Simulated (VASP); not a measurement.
# In (Im-3m) in VASP: a series of runs, part 2 of 2

VASP 6.6.1.

## Step 3: Single point, r2SCAN (27.62 Å³/atom)

This run uses another cell than the first one, of 27.62 Å³/atom.

POSCAR reads:

```
In
1.0
   -1.9041721574      1.9041721574      1.9041721574
    1.9041721574     -1.9041721574      1.9041721574
    1.9041721574      1.9041721574     -1.9041721574
In
1
Direct
    0.0000000000      0.0000000000      0.0000000000
```

INCAR.step1 reads:

```
SYSTEM = In
PREC = Accurate ; ENCUT = 520
ISMEAR = 0 ; SIGMA = 0.05
LREAL = .False. ; LASPH = .True.
NELM = 80 ; NBANDS = 12
GGA = PE ; ALGO = Normal
EDIFF = 1E-4 ; LWAVE = .True.
LCHARG = .False.
```

INCAR.step2 reads:

```
SYSTEM = In
PREC = Accurate ; ENCUT = 520
EDIFF = 1E-6 ; ISMEAR = 0
SIGMA = 0.05 ; LREAL = .False.
LASPH = .True. ; NELM = 80
ALGO = Normal ; ISIF = 2
LWAVE = .False. ; LCHARG = .True.
METAGGA = R2SCAN ; LMIXTAU = .True.
LELF = .True. ; LVHAR = .True.
NBANDS = 12 ; ISTART = 1
```

KPOINTS reads:

```
regular mesh
0
Gamma
  16 16 16
  0 0 0
```

Potentials or basis: VASP PAW PBE potentials, release 64 (In_d).

Started as:

```console
> cat potpaw_PBE.64/In_d/POTCAR > POTCAR
> cp INCAR.step1 INCAR
> mpirun -np 1 vasp_std > vasp.out
> cp INCAR.step2 INCAR
> mpirun -np 1 vasp_std > vasp.out
```

OUTCAR:

```text
SYSTEM = In
   PREC = Accurate
   ENCUT = 520
   EDIFF = 1E-6
   ISMEAR = 0
   LREAL = .False.
   LASPH = .True.
   NELM = 80
   ISIF = 2
   METAGGA = R2SCAN
   ISTART = 1

 ion  position               nearest neighbor table
   1  0.000  0.000  0.000-

  LATTYP: Found a body centered cubic cell.
 ALAT       =     3.8083443148

  Lattice vectors:

 A1 = (  -1.9041721574,   1.9041721574,   1.9041721574)
 A2 = (   1.9041721574,  -1.9041721574,   1.9041721574)
 A3 = (   1.9041721574,   1.9041721574,  -1.9041721574)

[... 530 lines left out ...]
      4      -8.1008      2.00000
      5      -8.0185      2.00000
      6       0.6937      2.00000
      7       8.0140      0.00000
      8       9.9615      0.00000
      9      13.8971      0.00000
     10      19.0401      0.00000
     11      20.1533      0.00000
     12      22.7838      0.00000

 [... further k-points ...]
[... 5 lines left out ...]
  --------------------------------------------------------------------------------------
  -------------------------------------------------------------------------------------
  Total       -0.2000028     -0.2000028     -0.2000028     -0.0000000      0.0000000     -0.0000000
  in kB      -11.6029411    -11.6029411    -11.6029411     -0.0000000      0.0000000     -0.0000000
  external PRESSURE =     -11.6029411 kB  Pullay stress =       0.0000000 kB

 VOLUME and BASIS-vectors are now :
 -----------------------------------------------------------------------------
  energy-cutoff  :      520.00
  volume of cell :       27.62
      direct lattice vectors                 reciprocal lattice vectors
    -1.904172157  1.904172157  1.904172157     0.000000000  0.262581300  0.262581300
     1.904172157 -1.904172157  1.904172157     0.262581300  0.000000000  0.262581300
     1.904172157  1.904172157 -1.904172157     0.262581300  0.262581300  0.000000000

 POSITION                                       TOTAL-FORCE (eV/Angst)
 -----------------------------------------------------------------------------------
      0.00000      0.00000      0.00000         0.000000      0.000000     -0.000000
 -----------------------------------------------------------------------------------
    total drift:                                0.000000      0.000000      0.000000

  FREE ENERGIE OF THE ION-ELECTRON SYSTEM (eV)
  ---------------------------------------------------
  free  energy   TOTEN  =       -22.5437964187 eV

  energy  without entropy=      -22.5426314240  energy(sigma->0) =      -22.54321392
```

OUTCAR.step1:

```text
SYSTEM = In
   PREC = Accurate
   ENCUT = 520
   ISMEAR = 0
   LREAL = .False.
   LASPH = .True.
   NELM = 80
[... 577 lines left out ...]
 -----------------------------------------------------------------------------------
      0.00000      0.00000      0.00000         0.000000      0.000000     -0.000000
 -----------------------------------------------------------------------------------
    total drift:                                0.000000      0.000000      0.000000

  FREE ENERGIE OF THE ION-ELECTRON SYSTEM (eV)
  ---------------------------------------------------
  free  energy   TOTEN  =        -2.5472782023 eV

  energy  without entropy=       -2.5462714533  energy(sigma->0) =       -2.54677483
```

It took 2.8 min on 1 thread of AMD EPYC 7R13 (Zen 3), shared host; peak memory 0.16 GiB.

What came out:

- Free energy: -22.5438 eV
- Pressure: -1.2 GPa
- Band gap on the k mesh: zero (an odd number of electrons rules out a gap without spin polarisation)

Caveat: the PAW data sets were made with another functional, which shifts forces and pressure a little; spin-orbit coupling is left out, which moves the levels of the heavy elements.

## Step 4: Single point, r2SCAN

This run uses another cell than the first one, of 27.90 Å³/atom.

POSCAR reads:

```
In
1.0
   -1.9105867664      1.9105867664      1.9105867664
    1.9105867664     -1.9105867664      1.9105867664
    1.9105867664      1.9105867664     -1.9105867664
In
1
Direct
    0.0000000000      0.0000000000      0.0000000000
```

INCAR.step1 reads:

```
ALGO = Normal
EDIFF = 1E-4
ENCUT = 520
GGA = PE
ISMEAR = 0
LASPH = True
LCHARG = False
LREAL = False
LWAVE = True
NBANDS = 12
NELM = 60
PREC = Accurate
SIGMA = 0.05
```

INCAR.step2 reads:

```
ALGO = Normal
EDIFF = 1E-6
ENCUT = 520
ISIF = 2
ISMEAR = 0
ISTART = 1
LASPH = True
LCHARG = True
LELF = True
LMIXTAU = True
LREAL = False
LVHAR = True
LWAVE = False
METAGGA = R2SCAN
NBANDS = 12
NELM = 60
PREC = Accurate
SIGMA = 0.05
```

KPOINTS reads:

```
k-points
0
Gamma
  16 16 16
```

Started as:

```console
> cat potpaw_PBE.64/In_d/POTCAR > POTCAR
> cp INCAR.step1 INCAR
> mpirun -np 1 vasp_std > vasp.out
> cp INCAR.step2 INCAR
> mpirun -np 1 vasp_std > vasp.out
```

Run time: 2.9 min. Hardware: 1 thread of AMD EPYC 7R13 (Zen 3), shared host; peak memory 0.16 GiB.

Results (log left out):

- Free energy: -22.5416 eV
- Pressure: -1.5 GPa
- Band gap on the k mesh: zero (an odd number of electrons rules out a gap without spin polarisation)

Levels at points of the mesh, in eV from the Fermi level:
| k point | band 3 | band 4 | band 5 | band 6 | band 7 | band 8 | band 9 | band 10 |
| --- | --- | --- | --- | --- | --- | --- | --- | --- |
| (0.00, 0.00, 0.00) | -15.22 | -14.97 | -14.97 | -9.58 | 11.00 | 11.00 | 11.00 | 13.57 |
| (0.50, 0.00, 0.00) | -14.99 | -14.98 | -14.82 | -4.06 | -3.13 | 5.87 | 7.55 | 10.16 |
| (0.50, 0.50, 0.50) | -14.86 | -14.86 | -14.86 | 0.83 | 1.24 | 1.24 | 1.24 | 5.48 |

Caveat: the PAW data sets were made with another functional, which shifts forces and pressure a little; spin-orbit coupling is left out, which moves the levels of the heavy elements.

## Step 5: Overview

```csv
cell,gap on the mesh (eV),pressure (GPa)
"a = 3.262 Å, angles 109.5°, 1 atom",none,0.0
"a = 3.298 Å, angles 109.5°, 1 atom",none,-1.2
"a = 3.309 Å, angles 109.5°, 1 atom",none,-1.5
```

Alike in all rows: task single point; level r2SCAN; potentials or basis VASP PAW PBE potentials, release 64 (In_d); no spin polarisation; k mesh 16 × 16 × 16; cutoff (eV) 520; smearing gaussian 0.05 eV.

Caveats: the PAW data sets were made with another functional, which shifts forces and pressure a little; spin-orbit coupling is left out, which moves the levels of the heavy elements.

Absolute energies hang on the potentials; compare differences alone.
